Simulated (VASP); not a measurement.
# Ta2AlC2N (I4/mmm) in VASP: notebook, part 3 of 3

VASP 6.6.1. Earlier steps stand in the parts before.

### Step 5. Single point, PBE

This run uses another cell than the first one, of 12.14 Å³/atom.

File INCAR:

```
PREC = Accurate ; ENCUT = 520
EDIFF = 1E-6 ; ISMEAR = 0
SIGMA = 0.1 ; LREAL = False
LASPH = True ; NELM = 80
ALGO = Normal ; ISIF = 2
LWAVE = False ; LCHARG = True
GGA = PE ; LELF = True
LVHAR = True ; NBANDS = 28
```

File KPOINTS:

```
regular mesh
0
Gamma
  12 12 12
```

File POSCAR:

```
Ta2AlC2N
1.0
   -2.2459801306      2.2459801306      3.6099172572
    2.2459801306     -2.2459801306      3.6099172572
    2.2459801306      2.2459801306     -3.6099172572
Ta Al C N
2 1 2 1
Direct
    0.7500000000      0.2500000000      0.5000000000
    0.2500000000      0.7500000000      0.5000000000
    0.0000000000      0.0000000000      0.0000000000
    0.3205532395      0.3205532395      0.0000000000
    0.6794467605      0.6794467605      0.0000000000
    0.5000000000      0.5000000000      0.0000000000
```

Potentials or basis: VASP PAW PBE potentials, release 64 (Ta_pv, Al, C, N).

Run with:

```
$ cat potpaw_PBE.64/Ta_pv/POTCAR potpaw_PBE.64/Al/POTCAR potpaw_PBE.64/C/POTCAR potpaw_PBE.64/N/POTCAR > POTCAR
$ mpirun -np 1 vasp_std > vasp.out
```

OUTCAR:

```text
PREC = Accurate
   ENCUT = 520
   EDIFF = 1E-6
   ISMEAR = 0
   LREAL = False
   LASPH = True
   NELM = 80
   ISIF = 2
   GGA = PE

 ion  position               nearest neighbor table
   1  0.750  0.250  0.500-   4 2.30   5 2.30   4 2.30   5 2.30   3 2.88   3 2.88   3 2.88   3 2.88
                             2 3.18   2 3.18   2 3.18   2 3.18
   2  0.250  0.750  0.500-   4 2.30   5 2.30   4 2.30   5 2.30   3 2.88   3 2.88   3 2.88   3 2.88
                             1 3.18   1 3.18   1 3.18   1 3.18
   3  0.000  0.000  0.000-   4 2.31   5 2.31   1 2.88   2 2.88   1 2.88   2 2.88   1 2.88   2 2.88
                             1 2.88   2 2.88
   4  0.321  0.321  0.000-   6 1.30   2 2.30   1 2.30   2 2.30   1 2.30   3 2.31
   5  0.679  0.679  0.000-   6 1.30   1 2.30   2 2.30   1 2.30   2 2.30   3 2.31
   6  0.500  0.500  0.000-   4 1.30   5 1.30

  LATTYP: Found a body centered tetragonal cell.
 ALAT       =     4.4919602612
 C/A-ratio  =     1.6072792488

  Lattice vectors:

 A1 = (  -2.2459801306,   2.2459801306,   3.6099172572)
 A2 = (   2.2459801306,  -2.2459801306,   3.6099172572)
 A3 = (   2.2459801306,   2.2459801306,  -3.6099172572)

Analysis of symmetry for initial positions (statically):
=====================================================================
 Subroutine PRICEL returns:
 Original cell was already a primitive cell.

 Routine SETGRP: Setting up the symmetry group for a
 body centered tetragonal supercell.

 Subroutine GETGRP returns: Found 16 space group operations
 (whereof 16 operations were pure point group operations)
 out of a pool of 16 trial point group operations.

The static configuration has the point symmetry D_4h.

Analysis of symmetry for dynamics (positions and initial velocities):
=====================================================================
 Subroutine PRICEL returns:
 Original cell was already a primitive cell.

 Routine SETGRP: Setting up the symmetry group for a
 body centered tetragonal supercell.

 Subroutine GETGRP returns: Found 16 space group operations
 (whereof 16 operations were pure point group operations)
 out of a pool of 16 trial point group operations.

The dynamic configuration has the point symmetry D_4h.

 Subroutine INISYM returns: Found 16 space group operations
 (whereof 16 operations are pure point group operations),
 and found     1 'primitive' translations

----------------------------------------------------------------------------------------

                                     Primitive cell

  volume of cell :      72.8399

  direct lattice vectors                    reciprocal lattice vectors
    -2.245980131  2.245980131  3.609917257     0.000000000  0.222619957  0.138507330
     2.245980131 -2.245980131  3.609917257     0.222619957  0.000000000  0.138507330
     2.245980131  2.245980131 -3.609917257     0.222619957  0.222619957  0.000000000

  length of vectors
     4.808363141  4.808363141  4.808363141     0.262190628  0.262190628  0.314832162

  position of ions in fractional coordinates (direct lattice)
     0.750000000  0.250000000  0.500000000
     0.250000000  0.750000000  0.500000000
     0.000000000  0.000000000  0.000000000
     0.320553240  0.320553240  0.000000000
     0.679446760  0.679446760  0.000000000
     0.500000000  0.500000000  0.000000000

  ion indices of the primitive-cell ions
   primitive index   ion index
[... 30 lines left out ...]

 Found    163 irreducible k-points:

 Following reciprocal coordinates:
            Coordinates               Weight
  0.000000  0.000000  0.000000      1.000000
  0.083333  0.000000  0.000000      8.000000
  0.166667 -0.000000  0.000000      8.000000
  0.250000  0.000000 -0.000000      8.000000
  0.333333 -0.000000  0.000000      8.000000
  0.416667  0.000000 -0.000000      8.000000
[... 16 lines left out ...]
  0.500000  0.166667  0.000000     16.000000
 -0.416667  0.166667  0.000000     16.000000
 [... further k-points ...]
   k-points           NKPTS =    163   k-points in BZ     NKDIM =    163   number of bands    NBANDS=     28
   number of dos      NEDOS =    301   number of ions     NIONS =      6
   total plane-waves  NPLWV =  46656
   dimension x,y,z NGX =    36 NGY =   36 NGZ =   36
   dimension x,y,z NGXF=    72 NGYF=   72 NGZF=   72
   ions per type =               2   1   2   1
   NGX,Y,Z   is equivalent  to a cutoff of  12.45, 12.45, 12.45 a.u.
   NGXF,Y,Z  is equivalent  to a cutoff of  24.89, 24.89, 24.89 a.u.
 SYSTEM =  unknown system
   PREC   = accura    normal or accurate (medium, high low for compatibility)
   ISTART =      0    job   : 0-new  1-cont  2-samecut
   ICHARG =      2    charge: 1-file 2-atom 10-const
   ISPIN  =      1    spin polarized calculation?
   LNONCOLLINEAR =      F non collinear calculations
   LSORBIT =      F    spin-orbit coupling
   LASPH  =      T    aspherical Exc in radial PAW
   ENCUT  =  520.0 eV  38.22 Ry    6.18 a.u.   8.94  8.94  8.94*2*pi/ulx,y,z
   NELM   =     80;   NELMIN=  2; NELMDL= -5     # of ELM steps
   EDIFF  = 0.1E-05   stopping-criterion for ELM
   LREAL  =      F    real-space projection
   EDIFFG = 0.1E-04   stopping-criterion for IOM
   NSW    =      0    number of steps for IOM
   IBRION =     -1    ionic relax: 0-MD 1-quasi-New 2-CG
   NFREE  =      0    steps in history (QN), initial steepest desc. (CG)
   ISIF   =      2    stress and relaxation
   ISYM   =      2    0-nonsym 1-usesym 2-fastsym
   POTIM  = 0.5000    time-step for ionic-motion
   TEBEG  =    0.0;   TEEND  =   0.0 temperature during run
   PSTRESS=    0.0 pullay stress
   NELECT =      38.0000    total number of electrons
   NUPDOWN=      -1.0000    fix difference up-down
   EMIN   =  10.00;   EMAX   =-10.00  energy-range for DOS
   EFERMI =   0.00;   METHOD = LEGACY
   ISMEAR =     0;   SIGMA  =   0.10  broadening in eV -4-tet -1-fermi 0-gaus
   EFERMI_NEDOS =   21; number of points for ismear=-14 and -15
   IALGO  =     38    algorithm
   IMIX   =      4    mixing-type and parameters
     AMIX     =   0.40;   BMIX     =  1.00
     AMIX_MAG =   1.60;   BMIX_MAG =  1.00
  volume/ion in A,a.u.               =      12.14        81.92
  Fermi-wavevector in a.u.,A,eV,Ry     =   1.317892  2.490454 23.631118  1.736838
  Thomas-Fermi vector in A             =   2.447900
   LORBIT       =      0    0 simple, 1 ext, 2 COOP (PROOUT), +10 PAW based schemes
   GGA     = PE    functional components
   LHFCALC =     F    Hartree Fock is set to
   AEXX    =    0.0000 exact exchange contribution
   IVDW    =     0    specifies the selected vdW correction
   LEPSILON=     F    determine dielectric tensor
   LRPA    =     F    only Hartree local field effects (RPA)
 non-spin polarized calculation
 Gauss-broadening in eV      SIGMA  =   0.10
  energy-cutoff  :      520.00
  volume of cell :       72.84
 maximum number of plane-waves:      1993
   NGX = 17   NGY = 17   NGZ = 17

 number of electron      38.0000006 magnetization

 Free energy of the ion-electron system (eV)
  ---------------------------------------------------
  ext. energy  EPLUGINS =         0.00000000
  ---------------------------------------------------
  free energy    TOTEN  =       -51.44190790 eV

  energy without entropy =      -51.43185303  energy(sigma->0) =      -51.43688047

 E-fermi :   7.1352     XC(G=0): -11.9818

 val. band max:        7.1254493271   @ k =  -0.3333   0.0833  -0.0000
 cond. band min:       7.1355239929   @ k =  -0.3333  -0.3333   0.1667
 fundamental gap:      0.0100746658
 Fermi energy:         7.1351797127

 k-point     1 :       0.0000    0.0000    0.0000
  band No.  band energies     occupation
      1     -27.7910      2.00000
      2     -27.7910      2.00000
      3     -27.6648      2.00000
      4     -27.6588      2.00000
      5     -27.5135      2.00000
      6     -27.5135      2.00000
[... 733 lines left out ...]
     27      12.7490      0.00000
     28      13.1017      0.00000

 [... further k-points ...]
[... 5 lines left out ...]
  --------------------------------------------------------------------------------------
  -------------------------------------------------------------------------------------
  Total        0.1167893      0.1167893      0.0508227      0.0000000      0.0000000      0.0000000
  in kB        2.5688855      2.5688855      1.1178899      0.0000000      0.0000000      0.0000000
  external PRESSURE =       2.0852203 kB  Pullay stress =       0.0000000 kB

 VOLUME and BASIS-vectors are now :
 -----------------------------------------------------------------------------
  energy-cutoff  :      520.00
  volume of cell :       72.84
      direct lattice vectors                 reciprocal lattice vectors
    -2.245980131  2.245980131  3.609917257     0.000000000  0.222619957  0.138507330
     2.245980131 -2.245980131  3.609917257     0.222619957  0.000000000  0.138507330
     2.245980131  2.245980131 -3.609917257     0.222619957  0.222619957  0.000000000

 POSITION                                       TOTAL-FORCE (eV/Angst)
 -----------------------------------------------------------------------------------
     -0.00000      2.24598      1.80496        -0.000000     -0.000000     -0.000000
      2.24598     -0.00000      1.80496        -0.000000     -0.000000     -0.000000
      0.00000      0.00000      0.00000        -0.000000     -0.000000     -0.000000
      0.00000      0.00000      2.31434         0.000000      0.000000     -0.021767
      0.00000      0.00000      4.90549        -0.000000     -0.000000      0.021767
      0.00000      0.00000      3.60992        -0.000000     -0.000000     -0.000000
 -----------------------------------------------------------------------------------
    total drift:                               -0.000000      0.000000     -0.000000

  FREE ENERGIE OF THE ION-ELECTRON SYSTEM (eV)
  ---------------------------------------------------
  free  energy   TOTEN  =       -51.4419079027 eV

  energy  without entropy=      -51.4318530288  energy(sigma->0) =      -51.43688047
```

It took 2.8 min on 1 thread of Intel Xeon Platinum 8488C (Sapphire Rapids), shared host; peak memory 0.45 GiB.

What came out:

```yaml
Free_energy: -51.4419 eV
Pressure: 0.2 GPa
Largest_force: 0.022 eV/Å
Band_gap_on_the_k_mesh: zero (bands 19 and 20 overlap by 2.31 eV)
```

Forces in eV/Å, atoms in the order of the input:
```
Ta   0.000  0.000  0.000
Ta   0.000  0.000  0.000
Al   0.000  0.000  0.000
C    0.000  0.000 -0.022
C    0.000  0.000  0.022
N    0.000  0.000  0.000
```

Stress tensor (GPa, compression positive):
```
0.26 0.00 0.00
0.00 0.26 0.00
0.00 0.00 0.11
```

Caveat: spin-orbit coupling is left out, which moves the levels of the heavy elements.

### Step 6. The runs side by side

| task | cell | k mesh | cutoff (eV) | gap on the mesh (eV) | pressure (GPa) | largest force (eV/Å) |
| --- | --- | --- | --- | --- | --- | --- |
| single point | a = 4.797 Å, angles 124.1, 124.1, 83.1°, 6 atoms, atomic positions A | 6 × 6 × 6 | 520 | none | 0.4 | 0.02 |
| single point | a = 6.150 Å, angles 145.3, 145.3, 49.9°, 6 atoms, atomic positions B | 6 × 6 × 6 | 520 | none | 10.9 | 2.12 |
| relaxation of cell and atoms | relaxed from a = 6.150 Å, angles 145.3, 145.3, 49.9°, 6 atoms, atomic positions B | 6 × 6 × 6 | 600 | none | 0.0 | 0.01 |
| single point | a = 4.808 Å, angles 124.3, 124.3, 82.7°, 6 atoms, atomic positions C | 12 × 12 × 12 | 520 | none | 0.2 | 0.02 |

Alike in all rows: level PBE; potentials or basis VASP PAW PBE potentials, release 64 (Ta_pv, Al, C, N); no spin polarisation; smearing gaussian 0.1 eV.

Caveats: spin-orbit coupling is left out, which moves the levels of the heavy elements; the stress differs along the axes, from -10 to 21 GPa (at least some runs); forces of over 1 eV/Å act on the atoms, so gaps and moduli don't describe the material at rest (at least some runs); a cell axis changed by over 15 % at a fixed basis, so the end point is rough (at least some runs).

Total energies depend on the potentials used, so only differences within one code and one set of settings carry meaning.

The gap in the log of VASP goes by the Fermi energy; the results here count the filled bands.